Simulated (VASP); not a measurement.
# BaHfO3 in VASP: a series of runs

Runs on BaHfO3. Level: PBE. Tasks: single point, relaxation of cell and atoms.

All numbers are computed with VASP 6.6.1; they aren't measurements. Logs are shortened: lines on timing, memory, paths and dates and some standing lists are left out, and cuts for length are marked.

**1. The cell of the first run**

It takes space group Pm-3m (No. 221, cubic). The conventional cell has a = 4.206 Å, b = 4.206 Å, c = 4.206 Å, α = 90.00°, β = 90.00°, γ = 90.00°. Within 3.9 Å of Ba (site symmetry m-3m) lie 12 O at 2.97 Å and 8 Hf at 3.64 Å. Hf (site symmetry m-3m) has 6 O at 2.10 Å within 2.8 Å. O (site symmetry 4/mmm) has 2 Hf at 2.10 Å within 2.8 Å.

**2. Single point, PBE**

The input, INCAR:

```
SYSTEM = BaHfO3
ALGO = Normal ; EDIFF = 1E-7
ENCUT = 520 ; GGA = PE
ISIF = 2 ; ISMEAR = 0
LASPH = .True. ; LCHARG = .False.
LREAL = .False. ; LWAVE = .False.
NBANDS = 27 ; NELM = 60
PREC = Accurate ; SIGMA = 0.02
```

The input, KPOINTS:

```
k-points
0
Gamma
  6 6 6
  0 0 0
```

The input, POSCAR:

```
BaHfO3
1.0
    4.2057396751      0.0000000000      0.0000000000
    0.0000000000      4.2057396751      0.0000000000
    0.0000000000      0.0000000000      4.2057396751
Ba Hf O
1 1 3
Direct
    0.5000000000      0.5000000000      0.5000000000
    0.0000000000      0.0000000000      0.0000000000
    0.0000000000      0.5000000000      0.0000000000
    0.0000000000      0.0000000000      0.5000000000
    0.5000000000      0.0000000000      0.0000000000
```

Potentials or basis: VASP PAW PBE potentials, release 64 (Ba_sv, Hf_pv, O).

Run with:

```bash
$ cat potpaw_PBE.64/Ba_sv/POTCAR potpaw_PBE.64/Hf_pv/POTCAR potpaw_PBE.64/O/POTCAR > POTCAR
$ mpirun -np 1 vasp_std > vasp.out
```

OUTCAR:

```text
SYSTEM = BaHfO3
   EDIFF = 1E-7
   ENCUT = 520
   GGA = PE
   ISIF = 2
   ISMEAR = 0
   LASPH = .True.
   LREAL = .False.
   NELM = 60
   PREC = Accurate

 ion  position               nearest neighbor table
   1  0.500  0.500  0.500-   3 2.97   4 2.97   5 2.97   3 2.97   5 2.97   4 2.97   5 2.97   5 2.97
                             3 2.97   4 2.97   3 2.97   4 2.97   2 3.64   2 3.64   2 3.64   2 3.64
   2  0.000  0.000  0.000-   3 2.10   4 2.10   5 2.10   4 2.10   3 2.10   5 2.10   1 3.64   1 3.64
                             1 3.64   1 3.64   1 3.64   1 3.64   1 3.64   1 3.64
   3  0.000  0.500  0.000-   2 2.10   2 2.10   1 2.97   1 2.97   1 2.97   1 2.97
   4  0.000  0.000  0.500-   2 2.10   2 2.10   1 2.97   1 2.97   1 2.97   1 2.97
   5  0.500  0.000  0.000-   2 2.10   2 2.10   1 2.97   1 2.97   1 2.97   1 2.97

  LATTYP: Found a simple cubic cell.
 ALAT       =     4.2057396751

  Lattice vectors:

 A1 = (   4.2057396751,   0.0000000000,   0.0000000000)
 A2 = (   0.0000000000,   4.2057396751,   0.0000000000)
 A3 = (   0.0000000000,   0.0000000000,   4.2057396751)

Analysis of symmetry for initial positions (statically):
=====================================================================
 Subroutine PRICEL returns:
 Original cell was already a primitive cell.

 Routine SETGRP: Setting up the symmetry group for a
 simple cubic supercell.

 Subroutine GETGRP returns: Found 48 space group operations
 (whereof 48 operations were pure point group operations)
 out of a pool of 48 trial point group operations.

The static configuration has the point symmetry O_h .

Analysis of symmetry for dynamics (positions and initial velocities):
=====================================================================
 Subroutine PRICEL returns:
 Original cell was already a primitive cell.

 Routine SETGRP: Setting up the symmetry group for a
 simple cubic supercell.

 Subroutine GETGRP returns: Found 48 space group operations
 (whereof 48 operations were pure point group operations)
 out of a pool of 48 trial point group operations.

The dynamic configuration has the point symmetry O_h .

 Subroutine INISYM returns: Found 48 space group operations
 (whereof 48 operations are pure point group operations),
 and found     1 'primitive' translations

----------------------------------------------------------------------------------------

                                     Primitive cell

  volume of cell :      74.3922

  direct lattice vectors                    reciprocal lattice vectors
     4.205739675  0.000000000  0.000000000     0.237770304  0.000000000  0.000000000
     0.000000000  4.205739675  0.000000000     0.000000000  0.237770304  0.000000000
     0.000000000  0.000000000  4.205739675     0.000000000  0.000000000  0.237770304

  length of vectors
     4.205739675  4.205739675  4.205739675     0.237770304  0.237770304  0.237770304

  position of ions in fractional coordinates (direct lattice)
     0.500000000  0.500000000  0.500000000
     0.000000000  0.000000000  0.000000000
     0.000000000  0.500000000  0.000000000
     0.000000000  0.000000000  0.500000000
     0.500000000  0.000000000  0.000000000

  ion indices of the primitive-cell ions
   primitive index   ion index
                 1           1
                 2           2
                 3           3
                 4           4
                 5           5

----------------------------------------------------------------------------------------

 KPOINTS: k-points

Automatic generation of k-mesh.
 Grid dimensions read from file:
 generate k-points for:    6    6    6

 Generating k-lattice:

  Cartesian coordinates                     Fractional coordinates (reciprocal lattice)
     0.039628384  0.000000000  0.000000000     0.166666667  0.000000000  0.000000000
     0.000000000  0.039628384  0.000000000     0.000000000  0.166666667  0.000000000
     0.000000000  0.000000000  0.039628384     0.000000000  0.000000000  0.166666667

  Length of vectors
     0.039628384  0.039628384  0.039628384

  Shift w.r.t. Gamma in fractional coordinates (k-lattice)
     0.000000000  0.000000000  0.000000000

 Subroutine IBZKPT returns following result:
 ===========================================

 Found     20 irreducible k-points:

 Following reciprocal coordinates:
            Coordinates               Weight
  0.000000  0.000000  0.000000      1.000000
  0.166667  0.000000  0.000000      6.000000
  0.333333  0.000000  0.000000      6.000000
  0.500000  0.000000  0.000000      3.000000
  0.166667  0.166667  0.000000     12.000000
  0.333333  0.166667  0.000000     24.000000
[... 12 lines left out ...]
  0.500000  0.500000  0.333333      6.000000
  0.500000  0.500000  0.500000      1.000000
   k-points           NKPTS =     20   k-points in BZ     NKDIM =     20   number of bands    NBANDS=     27
   number of dos      NEDOS =    301   number of ions     NIONS =      5
   total plane-waves  NPLWV =  32768
   dimension x,y,z NGX =    32 NGY =   32 NGZ =   32
   dimension x,y,z NGXF=    64 NGYF=   64 NGZF=   64
   ions per type =               1   1   3
   NGX,Y,Z   is equivalent  to a cutoff of  12.65, 12.65, 12.65 a.u.
   NGXF,Y,Z  is equivalent  to a cutoff of  25.30, 25.30, 25.30 a.u.
 SYSTEM =  BaHfO3
   PREC   = accura    normal or accurate (medium, high low for compatibility)
   ISTART =      0    job   : 0-new  1-cont  2-samecut
   ICHARG =      2    charge: 1-file 2-atom 10-const
   ISPIN  =      1    spin polarized calculation?
   LNONCOLLINEAR =      F non collinear calculations
   LSORBIT =      F    spin-orbit coupling
   LASPH  =      T    aspherical Exc in radial PAW
   ENCUT  =  520.0 eV  38.22 Ry    6.18 a.u.   7.82  7.82  7.82*2*pi/ulx,y,z
   NELM   =     60;   NELMIN=  2; NELMDL= -5     # of ELM steps
   EDIFF  = 0.1E-06   stopping-criterion for ELM
   LREAL  =      F    real-space projection
   EDIFFG = 0.1E-05   stopping-criterion for IOM
   NSW    =      0    number of steps for IOM
   IBRION =     -1    ionic relax: 0-MD 1-quasi-New 2-CG
   NFREE  =      0    steps in history (QN), initial steepest desc. (CG)
   ISIF   =      2    stress and relaxation
   ISYM   =      2    0-nonsym 1-usesym 2-fastsym
   POTIM  = 0.5000    time-step for ionic-motion
[... 7 lines left out ...]
   EFERMI_NEDOS =   21; number of points for ismear=-14 and -15
   IALGO  =     38    algorithm
   IMIX   =      4    mixing-type and parameters
     AMIX     =   0.40;   BMIX     =  1.00
     AMIX_MAG =   1.60;   BMIX_MAG =  1.00
  volume/ion in A,a.u.               =      14.88       100.40
  Fermi-wavevector in a.u.,A,eV,Ry     =   1.308660  2.473010 23.301231  1.712592
  Thomas-Fermi vector in A             =   2.439312
   LORBIT       =      0    0 simple, 1 ext, 2 COOP (PROOUT), +10 PAW based schemes
   GGA     = PE    functional components
   LHFCALC =     F    Hartree Fock is set to
   AEXX    =    0.0000 exact exchange contribution
   IVDW    =     0    specifies the selected vdW correction
   LEPSILON=     F    determine dielectric tensor
   LRPA    =     F    only Hartree local field effects (RPA)
 non-spin polarized calculation
 Gauss-broadening in eV      SIGMA  =   0.02
  energy-cutoff  :      520.00
  volume of cell :       74.39
 maximum number of plane-waves:      2016
 NGX is ok and might be reduce to    32
   NGX = 15   NGY = 15   NGZ = 15

 number of electron      37.9999990 magnetization

 Free energy of the ion-electron system (eV)
  ---------------------------------------------------
  ext. energy  EPLUGINS =         0.00000000
  ---------------------------------------------------
  free energy    TOTEN  =       -43.55814048 eV

  energy without entropy =      -43.55814048  energy(sigma->0) =      -43.55814048

 E-fermi :   2.4612     XC(G=0): -10.7198

 val. band max:        2.3219720651   @ k =   0.5000   0.5000   0.5000
 cond. band min:       5.8573383762   @ k =   0.0000   0.0000   0.0000
 fundamental gap:      3.5353663111
 Fermi energy:         2.4612099928

 k-point     1 :       0.0000    0.0000    0.0000
  band No.  band energies     occupation
      1     -26.5883      2.00000
      2     -26.5883      2.00000
      3     -26.5883      2.00000
      4     -23.0007      2.00000
      5     -14.3001      2.00000
      6     -13.7642      2.00000
[... 19 lines left out ...]
     26      10.5740      0.00000
     27      10.5749      0.00000

 k-point     2 :       0.1667    0.0000    0.0000
  band No.  band energies     occupation
      1     -26.6183      2.00000
      2     -26.5874      2.00000
      3     -26.5874      2.00000
      4     -22.9847      2.00000
      5     -14.2813      2.00000
      6     -13.7585      2.00000
[... 19 lines left out ...]
     26      10.5739      0.00000
     27      10.6351      0.00000

 k-point     3 :       0.3333    0.0000    0.0000
  band No.  band energies     occupation
      1     -26.6770      2.00000
      2     -26.5856      2.00000
      3     -26.5856      2.00000
      4     -22.9526      2.00000
      5     -14.3347      2.00000
      6     -13.7470      2.00000
[... 19 lines left out ...]
     26       9.9736      0.00000
     27      10.5637      0.00000

 k-point     4 :       0.5000    0.0000    0.0000
  band No.  band energies     occupation
      1     -26.7057      2.00000
      2     -26.5847      2.00000
      3     -26.5847      2.00000
      4     -22.9365      2.00000
      5     -14.3796      2.00000
      6     -13.7410      2.00000
[... 19 lines left out ...]
     26      10.5563      0.00000
     27      10.7894      0.00000

 k-point     5 :       0.1667    0.1667    0.0000
  band No.  band energies     occupation
      1     -26.6181      2.00000
      2     -26.6159      2.00000
      3     -26.5865      2.00000
      4     -22.9709      2.00000
      5     -14.2246      2.00000
      6     -13.6823      2.00000
[... 19 lines left out ...]
     26      10.5117      0.00000
     27      10.9482      0.00000

 k-point     6 :       0.3333    0.1667    0.0000
  band No.  band energies     occupation
      1     -26.6752      2.00000
      2     -26.6146      2.00000
      3     -26.5847      2.00000
      4     -22.9433      2.00000
      5     -14.2225      2.00000
      6     -13.6610      2.00000
[... 324 lines left out ...]
      1     -26.6687      2.00000
      2     -26.6672      2.00000
      3     -26.6672      2.00000
      4     -22.8994      2.00000
      5     -13.5496      2.00000
      6     -13.3028      2.00000
[... 19 lines left out ...]
     26      10.5773      0.00000
     27      10.5773      0.00000

 k-point    18 :       0.5000    0.3333    0.3333
  band No.  band energies     occupation
      1     -26.6953      2.00000
      2     -26.6668      2.00000
      3     -26.6661      2.00000
      4     -22.8908      2.00000
      5     -13.4681      2.00000
      6     -13.2807      2.00000
[... 19 lines left out ...]
     26      10.5844      0.00000
     27      11.2267      0.00000

 k-point    19 :       0.5000    0.5000    0.3333
  band No.  band energies     occupation
      1     -26.6939      2.00000
      2     -26.6939      2.00000
      3     -26.6654      2.00000
      4     -22.8825      2.00000
      5     -13.3483      2.00000
      6     -13.1430      2.00000
[... 19 lines left out ...]
     26      10.8259      0.00000
     27      11.5447      0.00000

 k-point    20 :       0.5000    0.5000    0.5000
  band No.  band energies     occupation
      1     -26.6928      2.00000
      2     -26.6928      2.00000
      3     -26.6928      2.00000
      4     -22.8739      2.00000
      5     -13.1141      2.00000
      6     -13.1141      2.00000
[... 19 lines left out ...]
     26      11.4254      0.00000
     27      11.4254      0.00000

------------------------ aborting loop because EDIFF is reached ----------------------------------------

  FORCE on cell =-STRESS in cart. coord.  units (eV):
  Direction    XX          YY          ZZ          XY          YZ          ZX
  --------------------------------------------------------------------------------------
  -------------------------------------------------------------------------------------
  Total       -0.2410167     -0.2410167     -0.2410167      0.0000000      0.0000000     -0.0000000
  in kB       -5.1907552     -5.1907552     -5.1907552      0.0000000      0.0000000     -0.0000000
  external PRESSURE =      -5.1907552 kB  Pullay stress =       0.0000000 kB

 VOLUME and BASIS-vectors are now :
 -----------------------------------------------------------------------------
  energy-cutoff  :      520.00
  volume of cell :       74.39
      direct lattice vectors                 reciprocal lattice vectors
     4.205739675  0.000000000  0.000000000     0.237770304  0.000000000  0.000000000
     0.000000000  4.205739675  0.000000000     0.000000000  0.237770304  0.000000000
     0.000000000  0.000000000  4.205739675     0.000000000  0.000000000  0.237770304

 POSITION                                       TOTAL-FORCE (eV/Angst)
 -----------------------------------------------------------------------------------
      2.10287      2.10287      2.10287         0.000000      0.000000      0.000000
      0.00000      0.00000      0.00000         0.000000      0.000000      0.000000
      0.00000      2.10287      0.00000         0.000000      0.000000      0.000000
      0.00000      0.00000      2.10287         0.000000      0.000000      0.000000
      2.10287      0.00000      0.00000         0.000000      0.000000      0.000000
 -----------------------------------------------------------------------------------
    total drift:                                0.000000      0.000000     -0.000000

  FREE ENERGIE OF THE ION-ELECTRON SYSTEM (eV)
  ---------------------------------------------------
  free  energy   TOTEN  =       -43.5581404754 eV

  energy  without entropy=      -43.5581404754  energy(sigma->0) =      -43.55814048
```

It took 18 s on 1 thread of Intel Xeon 6975P-C (Granite Rapids), shared host; peak memory 0.19 GiB.

Results:

```
Free energy            : -43.5581 eV
Pressure               : -0.5 GPa
Band gap on the k mesh : 3.54 eV (least direct gap 3.78 eV)
```

Levels at points of the mesh, in eV from the valence-band top:
```csv
k point,band 17,band 18,band 19,band 20,band 21,band 22
"(0.00, 0.00, 0.00)",-0.24,-0.24,-0.24,3.54,3.54,3.54
"(0.50, 0.00, 0.00)",-1.63,-0.55,-0.55,4.07,6.20,6.20
"(0.50, 0.50, 0.00)",-0.93,-0.93,-0.08,6.10,6.10,6.46
"(0.50, 0.50, 0.50)",0.00,0.00,0.00,5.94,5.94,5.94
```

Caveat: spin-orbit coupling is left out, which moves the levels of the heavy elements. A k mesh can miss the band edges.

**3. Single point, PBE**

The input, INCAR:

```
SYSTEM = BaHfO3
ALGO = Normal ; EDIFF = 1E-6
ENCUT = 520 ; GGA = PE
ISIF = 2 ; ISMEAR = 0
LASPH = .True. ; LCHARG = .False.
LREAL = .False. ; LWAVE = .False.
NBANDS = 27 ; NELM = 100
PREC = Accurate ; SIGMA = 0.1
```

The input, KPOINTS:

```
k-points
0
Gamma
  6 4 4
  0 0 0
```

The input, POSCAR:

```
BaHfO3
1.0
    4.1380962214     -0.6886325046     -0.2795091901
    0.6755740502      4.1457604050     -0.2173804738
    0.3116795508      0.1690048015      4.1918815486
Ba Hf O
1 1 3
Direct
    0.4333845026      0.2332139234      0.1268295516
    0.9333674461      0.7332553974      0.6268290366
   -0.0666792849      0.2333649499      0.6268019246
    0.9332757456      0.7334184443      0.1268348436
    0.4333182573      0.7334139515      0.6268411636
```

Potentials or basis: VASP PAW PBE potentials, release 64 (Ba_sv, Hf_pv, O).

Run with:

```bash
$ cat potpaw_PBE.64/Ba_sv/POTCAR potpaw_PBE.64/Hf_pv/POTCAR potpaw_PBE.64/O/POTCAR > POTCAR
$ mpirun -np 1 vasp_std > vasp.out
```

It took 32 s on 1 thread of Intel Xeon 6975P-C (Granite Rapids), shared host; peak memory 0.24 GiB.

Results (log left out):

```yaml
Free_energy: -43.5520 eV
Pressure: -0.5 GPa
Band_gap_on_the_k_mesh: 3.53 eV (least direct gap 3.77 eV)
```

Forces in eV/Å, atoms in the order of the input:
```
Ba   0.000  0.001  0.000
Hf  -0.001  0.002  0.000
O    0.000 -0.001  0.000
O    0.000 -0.001  0.000
O    0.000 -0.001  0.000
```

Levels at points of the mesh, in eV from the valence-band top:
```tsv
k point	band 16	band 17	band 18	band 19	band 20	band 21	band 22	band 23
(0.00, 0.00, 0.00)	-0.94	-0.24	-0.24	-0.24	3.53	3.53	3.53	4.66
(0.50, 0.00, 0.00)	-1.69	-1.63	-0.55	-0.55	4.07	6.20	6.20	6.42
(0.00, 0.50, 0.00)	-1.69	-1.63	-0.55	-0.55	4.07	6.20	6.20	6.41
(0.50, 0.50, 0.00)	-1.07	-0.93	-0.93	-0.08	6.10	6.10	6.46	6.81
(0.00, 0.00, 0.50)	-1.69	-1.63	-0.55	-0.55	4.07	6.20	6.20	6.41
(0.50, 0.00, 0.50)	-1.07	-0.93	-0.93	-0.08	6.10	6.10	6.46	6.81
(0.00, 0.50, 0.50)	-1.07	-0.93	-0.93	-0.08	6.10	6.10	6.46	6.80
(0.50, 0.50, 0.50)	-2.50	0.00	0.00	0.00	5.94	5.94	5.94	7.61
```

Caveat: spin-orbit coupling is left out, which moves the levels of the heavy elements. A k mesh can miss the band edges.

**4. Relaxation of cell and atoms, PBE**

The input, INCAR:

```
SYSTEM = BaHfO3
PREC = Accurate ; ENCUT = 600
EDIFF = 1E-6 ; ISMEAR = 0
SIGMA = 0.02 ; LREAL = .FALSE.
LASPH = .TRUE. ; NELM = 80
ALGO = Normal ; ISIF = 3
LWAVE = .FALSE. ; LCHARG = .FALSE.
GGA = PE ; IBRION = 2
NSW = 100 ; EDIFFG = -0.01
```

The input, KPOINTS:

```
regular mesh
0
G
  6 6 6
  0 0 0
```

The input, POSCAR:

```
BaHfO3
1.0
    4.2057396751      0.0000000000      0.0000000000
    0.0000000000      4.2057396751      0.0000000000
    0.0000000000      0.0000000000      4.2057396751
Ba Hf O
1 1 3
Direct
    0.5000000000      0.5000000000      0.5000000000
    0.0000000000      0.0000000000      0.0000000000
    0.0000000000      0.5000000000      0.0000000000
    0.0000000000      0.0000000000      0.5000000000
    0.5000000000      0.0000000000      0.0000000000
```

Run with:

```bash
$ cat potpaw_PBE.64/Ba_sv/POTCAR potpaw_PBE.64/Hf_pv/POTCAR potpaw_PBE.64/O/POTCAR > POTCAR
$ mpirun -np 1 vasp_std > vasp.out
```

It took 46 s on 1 thread of Intel Xeon 6975P-C (Granite Rapids), shared host; peak memory 0.24 GiB.

It converged, with:

```yaml
Free_energy: -43.5667 eV
Relaxed_volume: 14.82 Å³/atom
Relaxed_cell: a = 4.200 Å, b = 4.200 Å, c = 4.200 Å, α = 90.00°, β = 90.00°, γ = 90.00°
Space_group_after_relaxing_to_0.1_Å: Pm-3m (No. 221)
Energy_gained_by_relaxing: 0.1 meV/atom
Ionic_steps: 3
Pressure_after_relaxing: 0.0 GPa
Band_gap_on_the_k_mesh: 3.55 eV (least direct gap 3.78 eV)
```

Step by step:
| step | energy change (eV) | largest force (eV/Å) | pressure (GPa) | volume (Å³) |
| --- | --- | --- | --- | --- |
| 1 | 0.0000 | 0.0000 | -0.67 | 74.39 |
| 2 | 0.0001 | 0.0000 | 0.66 | 73.72 |
| 3 | -0.0007 | 0.0000 | 0.03 | 74.08 |

Final structure:
```
Ba Hf O
1.0
     4.19992    0.00000    0.00000
     0.00000    4.19992    0.00000
     0.00000    0.00000    4.19992
Ba Hf O
1 1 3
Direct
  0.50000 0.50000 0.50000
  0.00000 0.00000 0.00000
  0.00000 0.50000 0.00000
  0.00000 0.00000 0.50000
  0.50000 0.00000 0.00000
```

Levels at points of the mesh, in eV from the valence-band top:
```csv
k point,band 15,band 16,band 17,band 18,band 19,band 20,band 21,band 22,band 23
"(0.00, 0.00, 0.00)",-0.95,-0.95,-0.24,-0.24,-0.24,3.55,3.55,3.55,4.67
"(0.50, 0.00, 0.00)",-1.69,-1.69,-1.64,-0.55,-0.55,4.09,6.23,6.23,6.43
"(0.50, 0.50, 0.00)",-2.36,-1.06,-0.93,-0.93,-0.08,6.13,6.13,6.48,6.83
"(0.50, 0.50, 0.50)",-2.51,-2.51,0.00,0.00,0.00,5.96,5.96,5.96,7.66
```

Caveat: spin-orbit coupling is left out, which moves the levels of the heavy elements. A k mesh can miss the band edges.

**5. Overview**

| task | cell | k mesh | cutoff (eV) | smearing | gap on the mesh (eV) | pressure (GPa) |
| --- | --- | --- | --- | --- | --- | --- |
| single point | a = 4.206 Å, 5 atoms | 6 × 6 × 6 | 520 | gaussian 0.02 eV | 3.54 | -0.5 |
| single point | a = 4.204, b = 4.206, c = 4.207 Å, 5 atoms | 6 × 4 × 4 | 520 | gaussian 0.1 eV | 3.53 | -0.5 |
| relaxation of cell and atoms | relaxed from a = 4.206 Å, 5 atoms | 6 × 6 × 6 | 600 | gaussian 0.02 eV | 3.55 | 0.0 |

Alike in all rows: level PBE; potentials or basis VASP PAW PBE potentials, release 64 (Ba_sv, Hf_pv, O); no spin polarisation.

Caveats: spin-orbit coupling is left out, which moves the levels of the heavy elements.

Absolute energies hang on the potentials; compare differences alone.
